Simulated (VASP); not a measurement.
# Te2Mo in VASP: a series of runs, part 2 of 2

VASP 6.6.1.

### 4 Single point, PBEsol (volume scaled by 0.96)

File INCAR:

```
PREC = Accurate ; ENCUT = 520
EDIFF = 1E-7 ; ISMEAR = -1
SIGMA = 0.05 ; LREAL = False
LASPH = True ; NELM = 80
ALGO = Normal ; ISIF = 2
LWAVE = False ; LCHARG = False
GGA = PS ; NBANDS = 35
```

File KPOINTS:

```
regular mesh
0
Gamma
  9 9 2
```

File POSCAR:

```
Te2Mo
1.0
    3.5122724371      0.0000000000      0.0000000000
   -1.7561362185      3.0417171555      0.0000000000
    0.0000000000      0.0000000000     24.4759339641
Te Mo
4 2
Direct
    0.3333333333      0.6666666667      0.2236394800
    0.6666666667      0.3333333333      0.9206288600
    0.6666666667      0.3333333333      0.7763605200
    0.3333333333      0.6666666667      0.0793711400
    0.6666666667      0.3333333333      0.1515414900
    0.3333333333      0.6666666667      0.8484585100
```

Potentials or basis: VASP PAW PBE potentials, release 64 (Te, Mo_sv).

On the command line:

```
$ cat potpaw_PBE.64/Te/POTCAR potpaw_PBE.64/Mo_sv/POTCAR > POTCAR
$ mpirun -np 1 vasp_std > vasp.out
```

OUTCAR:

```text
PREC = Accurate
   ENCUT = 520
   EDIFF = 1E-7
   ISMEAR = -1
   LREAL = False
   LASPH = True
   NELM = 80
   ISIF = 2
   GGA = PS

 ion  position               nearest neighbor table
   1  0.333  0.667  0.224-   5 2.69   5 2.69   5 2.69   4 3.53
   2  0.667  0.333  0.921-   6 2.69   6 2.69   6 2.69   3 3.53
   3  0.667  0.333  0.776-   6 2.69   6 2.69   6 2.69   2 3.53
   4  0.333  0.667  0.079-   5 2.69   5 2.69   5 2.69   1 3.53
   5  0.667  0.333  0.152-   1 2.69   1 2.69   1 2.69   4 2.69   4 2.69   4 2.69
   6  0.333  0.667  0.848-   3 2.69   3 2.69   3 2.69   2 2.69   2 2.69   2 2.69

  LATTYP: Found a hexagonal cell.
 ALAT       =     3.5122724371
 C/A-ratio  =     6.9686889051

  Lattice vectors:

 A1 = (   3.5122724371,   0.0000000000,   0.0000000000)
 A2 = (  -1.7561362185,   3.0417171555,   0.0000000000)
 A3 = (   0.0000000000,   0.0000000000,  24.4759339641)

Analysis of symmetry for initial positions (statically):
=====================================================================
 Subroutine PRICEL returns:
 Original cell was already a primitive cell.

 Routine SETGRP: Setting up the symmetry group for a
 hexagonal supercell.

 Subroutine GETGRP returns: Found 12 space group operations
 (whereof 12 operations were pure point group operations)
 out of a pool of 24 trial point group operations.

The static configuration has the point symmetry D_3d.

Analysis of symmetry for dynamics (positions and initial velocities):
=====================================================================
 Subroutine PRICEL returns:
 Original cell was already a primitive cell.

 Routine SETGRP: Setting up the symmetry group for a
 hexagonal supercell.

 Subroutine GETGRP returns: Found 12 space group operations
 (whereof 12 operations were pure point group operations)
 out of a pool of 24 trial point group operations.

The dynamic configuration has the point symmetry D_3d.

 Subroutine INISYM returns: Found 12 space group operations
 (whereof 12 operations are pure point group operations),
 and found     1 'primitive' translations

----------------------------------------------------------------------------------------

                                     Primitive cell

  volume of cell :     261.4847

  direct lattice vectors                    reciprocal lattice vectors
     3.512272437  0.000000000  0.000000000     0.284715955  0.164380833  0.000000000
    -1.756136219  3.041717156  0.000000000     0.000000000  0.328761666  0.000000000
     0.000000000  0.000000000 24.475933964     0.000000000  0.000000000  0.040856459

  length of vectors
     3.512272437  3.512272437 24.475933964     0.328761666  0.328761666  0.040856459

  position of ions in fractional coordinates (direct lattice)
     0.333333333  0.666666667  0.223639480
     0.666666667  0.333333333  0.920628860
     0.666666667  0.333333333  0.776360520
     0.333333333  0.666666667  0.079371140
     0.666666667  0.333333333  0.151541490
     0.333333333  0.666666667  0.848458510

  ion indices of the primitive-cell ions
   primitive index   ion index
                 1           1
                 2           2
                 3           3
                 4           4
                 5           5
[... 26 lines left out ...]
 Found     24 irreducible k-points:

 Following reciprocal coordinates:
            Coordinates               Weight
  0.000000  0.000000  0.000000      1.000000
  0.111111 -0.000000  0.000000      6.000000
  0.222222  0.000000  0.000000      6.000000
  0.333333 -0.000000  0.000000      6.000000
  0.444444  0.000000  0.000000      6.000000
  0.111111  0.111111  0.000000      6.000000
[... 16 lines left out ...]
  0.333333  0.222222  0.500000     12.000000
  0.333333  0.333333  0.500000      2.000000
   k-points           NKPTS =     24   k-points in BZ     NKDIM =     24   number of bands    NBANDS=     35
   number of dos      NEDOS =    301   number of ions     NIONS =      6
   total plane-waves  NPLWV = 150528
   dimension x,y,z NGX =    28 NGY =   28 NGZ =  192
   dimension x,y,z NGXF=    56 NGYF=   56 NGZF=  384
   ions per type =               4   2
   NGX,Y,Z   is equivalent  to a cutoff of  13.25, 13.25, 13.04 a.u.
   NGXF,Y,Z  is equivalent  to a cutoff of  26.51, 26.51, 26.08 a.u.
 SYSTEM =  unknown system
   PREC   = accura    normal or accurate (medium, high low for compatibility)
   ISTART =      0    job   : 0-new  1-cont  2-samecut
   ICHARG =      2    charge: 1-file 2-atom 10-const
   ISPIN  =      1    spin polarized calculation?
   LNONCOLLINEAR =      F non collinear calculations
   LSORBIT =      F    spin-orbit coupling
   LASPH  =      T    aspherical Exc in radial PAW
   ENCUT  =  520.0 eV  38.22 Ry    6.18 a.u.   6.53  6.53 45.51*2*pi/ulx,y,z
   NELM   =     80;   NELMIN=  2; NELMDL= -5     # of ELM steps
   EDIFF  = 0.1E-06   stopping-criterion for ELM
   LREAL  =      F    real-space projection
   EDIFFG = 0.1E-05   stopping-criterion for IOM
   NSW    =      0    number of steps for IOM
   IBRION =     -1    ionic relax: 0-MD 1-quasi-New 2-CG
   NFREE  =      0    steps in history (QN), initial steepest desc. (CG)
   ISIF   =      2    stress and relaxation
   ISYM   =      2    0-nonsym 1-usesym 2-fastsym
   POTIM  = 0.5000    time-step for ionic-motion
   TEBEG  =    0.0;   TEEND  =   0.0 temperature during run
   PSTRESS=    0.0 pullay stress
   NELECT =      52.0000    total number of electrons
   NUPDOWN=      -1.0000    fix difference up-down
   EMIN   =  10.00;   EMAX   =-10.00  energy-range for DOS
   EFERMI =   0.00;   METHOD = LEGACY
   ISMEAR =    -1;   SIGMA  =   0.05  broadening in eV -4-tet -1-fermi 0-gaus
   EFERMI_NEDOS =   21; number of points for ismear=-14 and -15
   IALGO  =     38    algorithm
   IMIX   =      4    mixing-type and parameters
     AMIX     =   0.40;   BMIX     =  1.00
     AMIX_MAG =   1.60;   BMIX_MAG =  1.00
  volume/ion in A,a.u.               =      43.58       294.10
  Fermi-wavevector in a.u.,A,eV,Ry     =   0.955566  1.805757 12.423557  0.913106
  Thomas-Fermi vector in A             =   2.084415
   LORBIT       =      0    0 simple, 1 ext, 2 COOP (PROOUT), +10 PAW based schemes
   GGA     = PS    functional components
   LHFCALC =     F    Hartree Fock is set to
   AEXX    =    0.0000 exact exchange contribution
   IVDW    =     0    specifies the selected vdW correction
   LEPSILON=     F    determine dielectric tensor
   LRPA    =     F    only Hartree local field effects (RPA)
 non-spin polarized calculation
  energy-cutoff  :      520.00
  volume of cell :      261.48
 maximum number of plane-waves:      7136
 NGX is ok and might be reduce to    28
   NGX = 13   NGY = 13   NGZ = 91

 number of electron      52.0000000 magnetization

 Free energy of the ion-electron system (eV)
  ---------------------------------------------------
  ext. energy  EPLUGINS =         0.00000000
  ---------------------------------------------------
  free energy    TOTEN  =       -39.25389481 eV

  energy without entropy =      -39.25389243  energy(sigma->0) =      -39.25389362

 E-fermi :   2.8784     XC(G=0):  -6.5061

 val. band max:        2.3423177989   @ k =   0.3333   0.3333   0.5000
 cond. band min:       3.4269901172   @ k =   0.3333   0.3333   0.0000
 fundamental gap:      1.0846723183
 Fermi energy:         2.8784002207

 k-point     1 :       0.0000    0.0000    0.0000
  band No.  band energies     occupation
      1     -58.1741      2.00000
      2     -58.1741      2.00000
      3     -32.3817      2.00000
      4     -32.3817      2.00000
      5     -32.2559      2.00000
      6     -32.2559      2.00000
[... 901 lines left out ...]
     34       6.5594      0.00000
     35       7.1896      0.00000

------------------------ aborting loop because EDIFF is reached ----------------------------------------

  FORCE on cell =-STRESS in cart. coord.  units (eV):
  Direction    XX          YY          ZZ          XY          YZ          ZX
  --------------------------------------------------------------------------------------
  -------------------------------------------------------------------------------------
  Total        0.4132045      0.4132045      3.0684301      0.0000000      0.0000000      0.0000000
  in kB        2.5317997      2.5317997     18.8009814      0.0000000      0.0000000      0.0000000
  external PRESSURE =       7.9548603 kB  Pullay stress =       0.0000000 kB

 VOLUME and BASIS-vectors are now :
 -----------------------------------------------------------------------------
  energy-cutoff  :      520.00
  volume of cell :      261.48
      direct lattice vectors                 reciprocal lattice vectors
     3.512272437  0.000000000  0.000000000     0.284715955  0.164380833  0.000000000
    -1.756136219  3.041717156  0.000000000     0.000000000  0.328761666  0.000000000
     0.000000000  0.000000000 24.475933964     0.000000000  0.000000000  0.040856459

 POSITION                                       TOTAL-FORCE (eV/Angst)
 -----------------------------------------------------------------------------------
     -0.00000      2.02781      5.47379        -0.000000      0.000000      0.477808
      1.75614      1.01391     22.53325        -0.000000      0.000000      0.536684
      1.75614      1.01391     19.00215         0.000000     -0.000000     -0.477808
     -0.00000      2.02781      1.94268        -0.000000      0.000000     -0.536684
      1.75614      1.01391      3.70912         0.000000     -0.000000     -0.006136
     -0.00000      2.02781     20.76681        -0.000000      0.000000      0.006136
 -----------------------------------------------------------------------------------
    total drift:                                0.000000      0.000000      0.000000

  FREE ENERGIE OF THE ION-ELECTRON SYSTEM (eV)
  ---------------------------------------------------
  free  energy   TOTEN  =       -39.2538948075 eV

  energy  without entropy=      -39.2538924263  energy(sigma->0) =      -39.25389362
```

stdout:

```text
POSCAR found type information on POSCAR TeMo
 POSCAR found :  2 types and       6 ions
 scaLAPACK will be used
 -----------------------------------------------------------------------------
|                                                                             |
|                                                                             |
|     You enforced a specific xc type in the INCAR file but a different       |
|     I HOPE YOU KNOW WHAT YOU ARE DOING!                                     |
|                                                                             |
 -----------------------------------------------------------------------------

 LDA part: xc-table for (Slater+PW92), standard interpolation
 POSCAR, INCAR and KPOINTS ok, starting setup
 FFT: planning ... GRIDC
 FFT: planning ... GRID_SOFT
 FFT: planning ... GRID
 WAVECAR not read
 entering main loop
```

Wall time 3.7 min (1 thread of Intel Xeon 6975P-C (Granite Rapids), shared host); peak memory 0.47 GiB.

Results:

```
Free energy            : -39.2539 eV
Largest force          : 0.537 eV/Å
Band gap on the k mesh : 1.08 eV, direct
```

Forces in eV/Å, atoms in the order of the input:
```
Te   0.000  0.000  0.478
Te   0.000  0.000  0.537
Te   0.000  0.000 -0.478
Te   0.000  0.000 -0.537
Mo   0.000  0.000 -0.006
Mo   0.000  0.000  0.006
```

Levels at points of the mesh, in eV from the valence-band top:
| k point | band 23 | band 24 | band 25 | band 26 | band 27 | band 28 | band 29 | band 30 |
| --- | --- | --- | --- | --- | --- | --- | --- | --- |
| (0.00, 0.00, 0.00) | -0.94 | -0.94 | -0.56 | -0.10 | 3.23 | 3.23 | 3.26 | 3.26 |
| (0.00, 0.00, 0.50) | -0.94 | -0.94 | -0.56 | -0.10 | 3.23 | 3.23 | 3.26 | 3.26 |

Caveat: the PAW data sets were made with another functional, which shifts forces and pressure a little; spin-orbit coupling is left out, which moves the levels of the heavy elements.

### 5 Summary

| level | potentials or basis | cell | gap on the mesh (eV) | largest force (eV/Å) |
| --- | --- | --- | --- | --- |
| PBEsol | VASP PAW PBE potentials, release 64 (Te, Mo_sv) | a = 3.488, b = 3.488, c = 24.305 Å, angles 90.0, 90.0, 120.0°, 6 atoms | 1.12 | 0.88 |
| LDA | VASP PAW LDA potentials, release 64 (Te, Mo_sv) | a = 3.512, b = 3.512, c = 24.476 Å, angles 90.0, 90.0, 120.0°, 6 atoms | 1.08 | 0.34 |
| PBEsol | VASP PAW PBE potentials, release 64 (Te, Mo_sv) | a = 3.512, b = 3.512, c = 24.476 Å, angles 90.0, 90.0, 120.0°, 6 atoms | 1.08 | 0.54 |

Alike in all rows: task single point; no spin polarisation; k mesh 9 × 9 × 2; cutoff (eV) 520; smearing fermi-dirac 0.05 eV.

Caveats: spin-orbit coupling is left out, which moves the levels of the heavy elements; the PAW data sets were made with another functional, which shifts forces and pressure a little (some runs).

Total energies depend on the potentials used, so only differences within one code and one set of settings carry meaning.
